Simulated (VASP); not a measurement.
# Be (P6/mmm) in VASP: a series of runs

The runs below take Be through single point, relaxation of cell and atoms, with PBE.

Everything below comes from runs of VASP 6.6.1. Logs are shortened: lines on timing, memory, paths and dates and some standing lists are left out, and cuts for length are marked.

### 1 The cell of the first run

Symmetry: P6/mmm, No. 191, hexagonal system. Conventional cell: a = 2.242 Å, b = 2.242 Å, c = 3.474 Å, α = 90.00°, β = 90.00°, γ = 120.00°. Within 2.2 Å of Be (site symmetry 6mm) lie 2 Be at 1.67 to 1.80 Å.

### 2 Single point, PBE

The input, INCAR:

```
PREC = Accurate ; ENCUT = 520
EDIFF = 1E-6 ; ISMEAR = 0
SIGMA = 0.1 ; LREAL = F
LASPH = T ; NELM = 80
ALGO = Fast ; ISIF = 2
LWAVE = F ; LCHARG = T
GGA = PE ; LELF = T
LVHAR = T ; NBANDS = 9
```

The input, KPOINTS:

```
regular mesh
0
Gamma
  12 12 6
```

The input, POSCAR:

```
Be
1.0
    2.2424915400      0.0000000000      0.0000000000
   -1.1212457700      1.9420546400      0.0000000000
    0.0000000000      0.0000000000      3.4736019900
Be
2
Direct
    0.0000000000      0.0000000000      0.2597800100
    0.0000000000      0.0000000000      0.7402199900
```

Potentials or basis: VASP PAW PBE potentials, release 64 (Be).

Run with:

```bash
cat potpaw_PBE.64/Be/POTCAR > POTCAR
mpirun -np 1 vasp_std > vasp.out
```

OUTCAR:

```text
PREC = Accurate
   ENCUT = 520
   EDIFF = 1E-6
   ISMEAR = 0
   LREAL = F
   LASPH = T
   NELM = 80
   ISIF = 2
   GGA = PE

 ion  position               nearest neighbor table
   1  0.000  0.000  0.260-   2 1.67   2 1.80
   2  0.000  0.000  0.740-   1 1.67   1 1.80

  LATTYP: Found a hexagonal cell.
 ALAT       =     2.2424915400
 C/A-ratio  =     1.5489922383

  Lattice vectors:

 A1 = (   2.2424915400,   0.0000000000,   0.0000000000)
 A2 = (  -1.1212457700,   1.9420546400,   0.0000000000)
 A3 = (   0.0000000000,   0.0000000000,   3.4736019900)

Analysis of symmetry for initial positions (statically):
=====================================================================
 Subroutine PRICEL returns:
 Original cell was already a primitive cell.

 Routine SETGRP: Setting up the symmetry group for a
 hexagonal supercell.

 Subroutine GETGRP returns: Found 24 space group operations
 (whereof 24 operations were pure point group operations)
 out of a pool of 24 trial point group operations.

The static configuration has the point symmetry D_6h.

Analysis of symmetry for dynamics (positions and initial velocities):
=====================================================================
 Subroutine PRICEL returns:
 Original cell was already a primitive cell.

 Routine SETGRP: Setting up the symmetry group for a
 hexagonal supercell.

 Subroutine GETGRP returns: Found 24 space group operations
 (whereof 24 operations were pure point group operations)
 out of a pool of 24 trial point group operations.

The dynamic configuration has the point symmetry D_6h.

 Subroutine INISYM returns: Found 24 space group operations
 (whereof 24 operations are pure point group operations),
 and found     1 'primitive' translations

----------------------------------------------------------------------------------------

                                     Primitive cell

  volume of cell :      15.1277

  direct lattice vectors                    reciprocal lattice vectors
     2.242491540  0.000000000  0.000000000     0.445932563  0.257459285  0.000000000
    -1.121245770  1.942054640  0.000000000     0.000000000  0.514918571  0.000000000
     0.000000000  0.000000000  3.473601990     0.000000000  0.000000000  0.287885602

  length of vectors
     2.242491540  2.242491539  3.473601990     0.514918571  0.514918571  0.287885602

[... 79 lines left out ...]
   NELM   =     80;   NELMIN=  2; NELMDL= -5     # of ELM steps
   EDIFF  = 0.1E-05   stopping-criterion for ELM
   LREAL  =      F    real-space projection
   EDIFFG = 0.1E-04   stopping-criterion for IOM
   NSW    =      0    number of steps for IOM
   IBRION =     -1    ionic relax: 0-MD 1-quasi-New 2-CG
   NFREE  =      0    steps in history (QN), initial steepest desc. (CG)
   ISIF   =      2    stress and relaxation
   ISYM   =      2    0-nonsym 1-usesym 2-fastsym
   POTIM  = 0.5000    time-step for ionic-motion
   TEBEG  =    0.0;   TEEND  =   0.0 temperature during run
   PSTRESS=    0.0 pullay stress
   NELECT =       4.0000    total number of electrons
   NUPDOWN=      -1.0000    fix difference up-down
   EMIN   =  10.00;   EMAX   =-10.00  energy-range for DOS
   EFERMI =   0.00;   METHOD = LEGACY
   ISMEAR =     0;   SIGMA  =   0.10  broadening in eV -4-tet -1-fermi 0-gaus
   EFERMI_NEDOS =   21; number of points for ismear=-14 and -15
   IALGO  =     68    algorithm
   IMIX   =      4    mixing-type and parameters
     AMIX     =   0.40;   BMIX     =  1.00
     AMIX_MAG =   1.60;   BMIX_MAG =  1.00
  volume/ion in A,a.u.               =       7.56        51.04
  Fermi-wavevector in a.u.,A,eV,Ry     =   1.050761  1.985651 15.022182  1.104099
  Thomas-Fermi vector in A             =   2.185777
   LORBIT       =      0    0 simple, 1 ext, 2 COOP (PROOUT), +10 PAW based schemes
   GGA     = PE    functional components
   LHFCALC =     F    Hartree Fock is set to
   AEXX    =    0.0000 exact exchange contribution
   IVDW    =     0    specifies the selected vdW correction
   LEPSILON=     F    determine dielectric tensor
   LRPA    =     F    only Hartree local field effects (RPA)
 non-spin polarized calculation
 RMM-DIIS sequential band-by-band and
 Gauss-broadening in eV      SIGMA  =   0.10
  energy-cutoff  :      520.00
  volume of cell :       15.13
 maximum number of plane-waves:       417
 NGX is ok and might be reduce to    18

 number of electron       4.0000000 magnetization

 Free energy of the ion-electron system (eV)
  ---------------------------------------------------
  ext. energy  EPLUGINS =         0.00000000
  ---------------------------------------------------
  free energy    TOTEN  =        -5.02259905 eV

  energy without entropy =       -5.01847057  energy(sigma->0) =       -5.02053481

 E-fermi :   7.5323     XC(G=0): -10.7337

 val. band max:        7.4441554813   @ k =   0.3333   0.1667   0.1667
 cond. band min:       7.5397484529   @ k =   0.5000  -0.0000   0.5000
 fundamental gap:      0.0955929716
 Fermi energy:         7.5323125022

 k-point     1 :       0.0000    0.0000    0.0000
  band No.  band energies     occupation
      1      -4.1415      2.00000
      2       2.2776      2.00000
      3       9.1442      0.00000
      4      22.2532      0.00000
      5      22.2532      0.00000
      6      29.6449      0.00000
      7      29.6449      0.00000
      8      32.6880      0.00000
      9      32.9204      0.00000
[... 265 lines left out ...]
 k-point    24 :       0.3333   -0.0000    0.1667
  band No.  band energies     occupation
      1      -0.7545      2.00000
      2       4.9716      2.00000
      3      10.7283      0.00000
      4      11.3597      0.00000
      5      17.8619      0.00000
      6      20.4075      0.00000
      7      24.6462      0.00000
      8      24.7280      0.00000
      9      25.6283      0.00000

 [... further k-points ...]
[... 5 lines left out ...]
  --------------------------------------------------------------------------------------
  -------------------------------------------------------------------------------------
  Total       -0.9528387     -0.9528387     11.4819862      0.0000000     -0.0000000      0.0000000
  in kB     -100.9154483   -100.9154481   1216.0607980      0.0000000     -0.0000000      0.0000000
  external PRESSURE =     338.0766339 kB  Pullay stress =       0.0000000 kB

 VOLUME and BASIS-vectors are now :
 -----------------------------------------------------------------------------
  energy-cutoff  :      520.00
  volume of cell :       15.13
      direct lattice vectors                 reciprocal lattice vectors
     2.242491540  0.000000000  0.000000000     0.445932563  0.257459285  0.000000000
    -1.121245770  1.942054640  0.000000000     0.000000000  0.514918571  0.000000000
     0.000000000  0.000000000  3.473601990     0.000000000  0.000000000  0.287885602

 POSITION                                       TOTAL-FORCE (eV/Angst)
 -----------------------------------------------------------------------------------
      0.00000      0.00000      0.90237        -0.000000     -0.000000     -2.091231
      0.00000      0.00000      2.57123         0.000000      0.000000      2.091231
 -----------------------------------------------------------------------------------
    total drift:                               -0.000000      0.000000     -0.000000

  FREE ENERGIE OF THE ION-ELECTRON SYSTEM (eV)
  ---------------------------------------------------
  free  energy   TOTEN  =        -5.0225990473 eV

  energy  without entropy=       -5.0184705709  energy(sigma->0) =       -5.02053481
```

OSZICAR:

```text
N       E                     dE             d eps       ncg     rms          rms(c)
DAV:   1    -0.389525507962E+00   -0.38953E+00   -0.17504E+03  1376   0.367E+02
DAV:   2    -0.507461395781E+01   -0.46851E+01   -0.46143E+01  1957   0.534E+01
DAV:   3    -0.513848046614E+01   -0.63867E-01   -0.63438E-01  1728   0.432E+00
DAV:   4    -0.513857616938E+01   -0.95703E-04   -0.95700E-04  1758   0.154E-01
DAV:   5    -0.513857622434E+01   -0.54956E-07   -0.54416E-07  1635   0.337E-03    0.166E+00
RMM:   6    -0.504699283207E+01    0.91583E-01   -0.16571E-02  1403   0.120E+00    0.916E-01
RMM:   7    -0.502547760022E+01    0.21515E-01   -0.68116E-03  1471   0.637E-01    0.374E-01
RMM:   8    -0.502260236827E+01    0.28752E-02   -0.16852E-03  1484   0.287E-01    0.343E-02
RMM:   9    -0.502260526109E+01   -0.28928E-05   -0.88112E-05  1575   0.998E-02    0.113E-02
RMM:  10    -0.502259903800E+01    0.62231E-05   -0.77705E-06  1558   0.216E-02    0.237E-03
RMM:  11    -0.502259904732E+01   -0.93190E-08   -0.57708E-07  1378   0.813E-03
   1 F= -.50225990E+01 E0= -.50205348E+01  d E =-.412848E-02
```

Wall time 4.3 s (1 thread of Intel Xeon 6975P-C (Granite Rapids), shared host); peak memory 0.12 GiB.

What came out:

```yaml
Free_energy: -5.0226 eV
Pressure: 33.8 GPa
Largest_force: 2.091 eV/Å
Band_gap_on_the_k_mesh: zero (band 2 reaches 8.09 eV, above the bottom of band 3 at 6.83 eV)
```

Forces in eV/Å, atoms in the order of the input:
```
Be   0.000  0.000 -2.091
Be   0.000  0.000  2.091
```

Caveat: forces of over 1 eV/Å act on the atoms, so gaps and moduli don't describe the material at rest.

### 3 Single point, PBE

This run uses another cell than the first one, of 9.75 Å³/atom, 1.289 times its volume.

The input, INCAR:

```
PREC = Accurate ; ENCUT = 520
EDIFF = 1E-7 ; ISMEAR = 0
SIGMA = 0.1 ; LREAL = False
LASPH = True ; NELM = 80
ALGO = Normal ; ISIF = 2
LWAVE = False ; LCHARG = False
GGA = PE ; NBANDS = 9
```

The input, KPOINTS:

```
Automatic mesh
0
Gamma
  12 12 6
```

The input, POSCAR:

```
Be
1.0
    2.1447660827      0.0000000000      0.0000000000
   -1.0723830413      1.8574219128      0.0000000000
    0.0000000000      0.0000000000      4.8946681303
Be
2
Direct
    0.0000000000      0.0000000000      0.2500002705
    0.0000000000      0.0000000000      0.7499997295
```

Potentials or basis: VASP PAW PBE potentials, release 64 (Be).

Run with:

```bash
cat potpaw_PBE.64/Be/POTCAR > POTCAR
mpirun -np 1 vasp_std > vasp.out
```

It took 3.2 s on 1 thread of Intel Xeon 6975P-C (Granite Rapids), shared host; peak memory 0.12 GiB.

The run converged. Its results:

```
Free energy            : -6.5237 eV
Pressure               : 0.2 GPa
Band gap on the k mesh : zero (band 2 reaches 6.49 eV, above the bottom of band 3 at 0.93 eV)
```

Stress tensor (GPa, compression positive):
```
0.02 0.00 0.00
0.00 0.02 0.00
0.00 0.00 0.41
```

Levels at points of the mesh, in eV from the Fermi level:
```csv
k point,band 1,band 2,band 3,band 4,band 5
"(0.00, 0.00, 0.00)",-9.34,-4.86,-3.64,8.63,15.36
"(0.50, 0.00, 0.00)",-2.94,0.26,2.10,3.91,8.15
"(0.00, 0.00, 0.50)",-8.09,-8.09,2.11,2.11,21.31
"(0.50, 0.00, 0.50)",-1.71,-1.71,2.81,2.81,11.48
```

### 4 Relaxation of cell and atoms, PBE

The input, INCAR:

```
ALGO = Normal ; EDIFF = 1E-6
EDIFFG = -0.04 ; ENCUT = 600
GGA = PE ; IBRION = 2
ISIF = 3 ; ISMEAR = 0
LASPH = True ; LCHARG = False
LREAL = False ; LWAVE = False
NELM = 60 ; NSW = 90
PREC = Accurate ; SIGMA = 0.1
```

The input, KPOINTS:

```
k-points
0
Gamma
  12 12 6
```

The input, POSCAR:

```
Be
1.0
    2.2424915400      0.0000000000      0.0000000000
   -1.1212457700      1.9420546400      0.0000000000
    0.0000000000      0.0000000000      3.4736019900
Be
2
Direct
    0.0000000000      0.0000000000      0.2597800100
    0.0000000000      0.0000000000      0.7402199900
```

Potentials or basis: VASP PAW PBE potentials, release 64 (Be).

Run with:

```bash
cat potpaw_PBE.64/Be/POTCAR > POTCAR
mpirun -np 1 vasp_std > vasp.out
```

OUTCAR:

```text
EDIFF = 1E-6
   EDIFFG = -0.04
   ENCUT = 600
   GGA = PE
   IBRION = 2
   ISIF = 3
   ISMEAR = 0
   LASPH = True
   LREAL = False
   NELM = 60
   NSW = 90
   PREC = Accurate

 ion  position               nearest neighbor table
   1  0.000  0.000  0.260-   2 1.67   2 1.80
   2  0.000  0.000  0.740-   1 1.67   1 1.80

  LATTYP: Found a hexagonal cell.
 ALAT       =     2.2424915400
 C/A-ratio  =     1.5489922383

  Lattice vectors:

 A1 = (   2.2424915400,   0.0000000000,   0.0000000000)
 A2 = (  -1.1212457700,   1.9420546400,   0.0000000000)
 A3 = (   0.0000000000,   0.0000000000,   3.4736019900)

Analysis of symmetry for initial positions (statically):
=====================================================================
 Subroutine PRICEL returns:
 Original cell was already a primitive cell.

 Routine SETGRP: Setting up the symmetry group for a
[... 500 lines left out ...]

[... ionic steps 4 to 17 ...]

--------------------------------------- Ionic step       18  -------------------------------------------

 number of electron       4.0000000 magnetization

------------------------ aborting loop because EDIFF is reached ----------------------------------------
[... 67 lines left out ...]
--------------------------------------- Ionic step       20  -------------------------------------------

 number of electron       4.0000000 magnetization

 Free energy of the ion-electron system (eV)
  ---------------------------------------------------
  ext. energy  EPLUGINS =         0.00000000
  ---------------------------------------------------
  free energy    TOTEN  =        -6.52304822 eV

  energy without entropy =       -6.52025147  energy(sigma->0) =       -6.52164985

 E-fermi :   4.4849     XC(G=0):  -9.8206

 val. band max:        4.3901563341   @ k =   0.0833  -0.0000   0.3333
 cond. band min:       4.5062941148   @ k =   0.4167   0.1667   0.3333
 fundamental gap:      0.1161377806
 Fermi energy:         4.4849270818

 k-point     1 :       0.0000    0.0000    0.0000
  band No.  band energies     occupation
      1      -4.7805      2.00000
      2      -0.3226      2.00000
      3       0.7945      2.00000
      4      12.9015      0.00000
      5      19.6078      0.00000
      6      25.2098      0.00000
[... 236 lines left out ...]
  FREE ENERGIE OF THE ION-ELECTRON SYSTEM (eV)
  ---------------------------------------------------
  free  energy   TOTEN  =        -6.5230482161 eV

  energy  without entropy=       -6.5202514747  energy(sigma->0) =       -6.52164985

 reached required accuracy - stopping structural energy minimisation
```

CONTCAR:

```text
Be
   1.00000000000000
     2.1433493397235224   -0.0000000000000000    0.0000000000000000
    -1.0716746698617612    1.8561949761758301   -0.0000000000000000
     0.0000000000000000    0.0000000000000000    4.9317505608117953
  Be
     2
Direct
     1.0000000000000000    1.0000000000000000    0.2497196939782208
     0.0000000000000000    0.0000000000000000    0.7502803060217793

  0.00000000E+00  0.00000000E+00  0.00000000E+00
  0.00000000E+00  0.00000000E+00  0.00000000E+00
```

It took 31 s on 1 thread of Intel Xeon 6975P-C (Granite Rapids), shared host; peak memory 0.12 GiB.

What came out:

```yaml
Free_energy: -6.5230 eV
Relaxed_volume: 9.81 Å³/atom
Relaxed_cell: a = 2.143 Å, b = 2.143 Å, c = 4.932 Å, α = 90.00°, β = 90.00°, γ = 120.00°
Space_group_after_relaxing_to_0.05_Å: P6/mmm (No. 191)
Energy_gained_by_relaxing: 750.2 meV/atom
Ionic_steps: 20
Pressure_after_relaxing: 0.1 GPa
Largest_force_after_relaxing: 0.008 eV/Å
Band_gap_on_the_k_mesh: zero (band 2 reaches 6.39 eV, above the bottom of band 3 at 0.79 eV)
```

Forces on the atoms (eV/Å):
```
Be   0.000  0.000  0.008
Be   0.000  0.000 -0.008
```

Stress tensor (GPa, compression positive):
```
 0.42  0.00  0.00
 0.00  0.42  0.00
 0.00  0.00 -0.58
```

The path:
| step | energy change (eV) | largest force (eV/Å) | pressure (GPa) | volume (Å³) |
| --- | --- | --- | --- | --- |
| 1 | 0.0000 | 2.0912 | 33.81 | 15.13 |
| 2 | -1.2366 | 1.4423 | 1.24 | 18.44 |
| 3 | -1.2969 | 1.4168 | 0.29 | 19.05 |
| 4 | -1.3495 | 1.0672 | 0.06 | 20.24 |
| 5 | -1.3292 | 0.3508 | 2.18 | 22.45 |
| 6 | -1.3393 | 0.4943 | 1.49 | 22.01 |
| 7 | -1.3495 | 0.7873 | 0.70 | 21.14 |
| 8 | -1.3447 | 0.5917 | 1.12 | 21.71 |
| 9 | -1.3743 | 0.2833 | 0.16 | 22.08 |
| 10 | -1.3791 | 0.1464 | -0.22 | 22.31 |
| 11 | -1.3948 | 0.1922 | -1.98 | 22.34 |
| 12 | -1.4140 | 0.2621 | -6.38 | 22.39 |
| 13 | -1.4172 | 0.2587 | -6.45 | 22.33 |
| 14 | -1.4258 | 0.2442 | -6.65 | 22.13 |
| 15 | -1.4403 | 0.2080 | -7.10 | 21.72 |
| 16 | -1.4425 | 0.0498 | -7.25 | 20.89 |
| 17 | -1.4474 | 0.1641 | -7.25 | 21.38 |
| 18 | -1.4656 | 0.1355 | -6.04 | 21.03 |
| 19 | -1.4977 | 0.0457 | -1.85 | 20.02 |
| 20 | -1.5004 | 0.0078 | 0.09 | 19.62 |

Final structure:
```yaml
crystal:
  lattice:
    - [2.14335, 0.00000, 0.00000]
    - [-1.07167, 1.85619, 0.00000]
    - [0.00000, 0.00000, 4.93175]
  atoms:
    - { symbol: Be, position: [0.00000, 0.00000, 0.24972] }
    - { symbol: Be, position: [0.00000, 0.00000, 0.75028] }
```

Caveat: the volume moved by over 15 % at a fixed basis, so the end points are rough.

### 5 Single point, PBE

This run uses another cell than the first one: it holds 1 atom, not 2.

The input, INCAR:

```
  PREC = Accurate
  ENCUT = 520
  EDIFF = 1E-7
  ISMEAR = 0
  SIGMA = 0.1
  LREAL = False
  LASPH = True
  NELM = 60
  ALGO = Normal
  ISIF = 2
  LWAVE = False
  LCHARG = True
  GGA = PE
  LELF = True
  LVHAR = True
  NBANDS = 7
```

The input, KPOINTS:

```
Automatic mesh
0
Gamma
  30 30 22
```

The input, POSCAR:

```
Be
1.0
    2.1439097282      0.0000000000      0.0000000000
   -1.0719548641      1.8566802881      0.0000000000
    0.0000000000      0.0000000000      2.4552792785
Be
1
Direct
    0.0000000000      0.0000000000      0.5000000000
```

Run with:

```bash
cat potpaw_PBE.64/Be/POTCAR > POTCAR
mpirun -np 1 vasp_std > vasp.out
```

It took 13 s on 1 thread of Intel Xeon 6975P-C (Granite Rapids), shared host; peak memory 0.16 GiB.

The run converged. Its results:

| Quantity | Value |
| --- | --- |
| Free energy | -3.2622 eV |
| Pressure | 0.1 GPa |
| Band gap on the k mesh | zero (band 1 reaches 8.26 eV, above the bottom of band 2 at 0.87 eV) |

Stress tensor (GPa, compression positive):
```
0.18 0.00 0.00
0.00 0.18 0.00
0.00 0.00 0.01
```

Levels at points of the mesh, in eV from the Fermi level:
| k point | band 1 | band 2 | band 3 | band 4 | band 5 |
| --- | --- | --- | --- | --- | --- |
| (0.00, 0.00, 0.00) | -9.37 | 8.48 | 15.20 | 20.61 | 20.61 |
| (0.50, 0.00, 0.00) | -2.96 | 2.09 | 14.20 | 15.37 | 21.03 |
| (0.00, 0.00, 0.50) | -4.89 | -3.72 | 22.12 | 22.12 | 31.12 |
| (0.50, 0.00, 0.50) | 0.19 | 3.90 | 8.11 | 8.59 | 16.29 |

### 6 Overview

| task | cell | k mesh | cutoff (eV) | gap on the mesh (eV) | pressure (GPa) | largest force (eV/Å) |
| --- | --- | --- | --- | --- | --- | --- |
| single point | a = 2.242, b = 2.242, c = 3.474 Å, angles 90.0, 90.0, 120.0°, 2 atoms | 12 × 12 × 6 | 520 | none | 33.8 | 2.09 |
| single point | a = 2.145, b = 2.145, c = 4.895 Å, angles 90.0, 90.0, 120.0°, 2 atoms | 12 × 12 × 6 | 520 | none | 0.2 | - |
| relaxation of cell and atoms | relaxed from a = 2.242, b = 2.242, c = 3.474 Å, angles 90.0, 90.0, 120.0°, 2 atoms | 12 × 12 × 6 | 600 | none | 0.1 | 0.01 |
| single point | a = 2.144, b = 2.144, c = 2.455 Å, angles 90.0, 90.0, 120.0°, 1 atom | 30 × 30 × 22 | 520 | none | 0.1 | - |

Alike in all rows: level PBE; potentials or basis VASP PAW PBE potentials, release 64 (Be); no spin polarisation; smearing gaussian 0.1 eV.

Caveats: forces of over 1 eV/Å act on the atoms, so gaps and moduli don't describe the material at rest (some runs); the volume moved by over 15 % at a fixed basis, so the end points are rough (some runs).

Absolute energies hang on the potentials; compare differences alone.
